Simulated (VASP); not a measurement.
Write the native input for VASP 6.6.1 that does the following.

```
Task                   : single point
Functional             : PBE
Potentials or basis    : VASP PAW PBE potentials, release 64 (Cu, Rh_pv)
Cutoff                 : 520 eV
k mesh                 : 8 × 8 × 8
Occupations            : gaussian, width 0.1 eV
Spin                   : no spin polarisation
Dipole correction      : no
Further INCAR settings : ALGO = Normal; EDIFF = 1e-07; NBANDS = 26
```

The structure of Cu2Rh lies in POSCAR:

```
Cu2Rh
1.0
   -1.8334336997      1.8334336997      3.0070197954
    1.8334336997     -1.8334336997      3.0070197954
    1.8334336997      1.8334336997     -3.0070197954
Cu Rh
2 1
Direct
    0.5930000000      0.5930000000      0.0000000000
    0.4070000000      0.4070000000      0.0000000000
    0.0000000000      0.0000000000      0.0000000000
```

The input as run:

INCAR

```
PREC = Accurate
ENCUT = 520
EDIFF = 1E-7
ISMEAR = 0
SIGMA = 0.1
LREAL = F
LASPH = T
NELM = 80
ALGO = Normal
ISIF = 2
LWAVE = F
LCHARG = F
GGA = PE
NBANDS = 26
```

KPOINTS

```
regular mesh
0
Gamma
  8 8 8
```

Potentials or basis: VASP PAW PBE potentials, release 64 (Cu, Rh_pv).

Run with:

```sh
$ cat potpaw_PBE.64/Cu/POTCAR potpaw_PBE.64/Rh_pv/POTCAR > POTCAR
$ mpirun -np 1 vasp_std > vasp.out
```

It gave:

```
Pressure      : 59.1 GPa
Largest force : 38.727 eV/Å
```

Caveat: forces of over 1 eV/Å act on the atoms, so gaps and moduli don't describe the material at rest.

It took 40 s on 1 thread of Intel(R) Xeon(R) Platinum 8559C (Emerald Rapids), with other jobs on the host, peak memory 0.2 GiB.
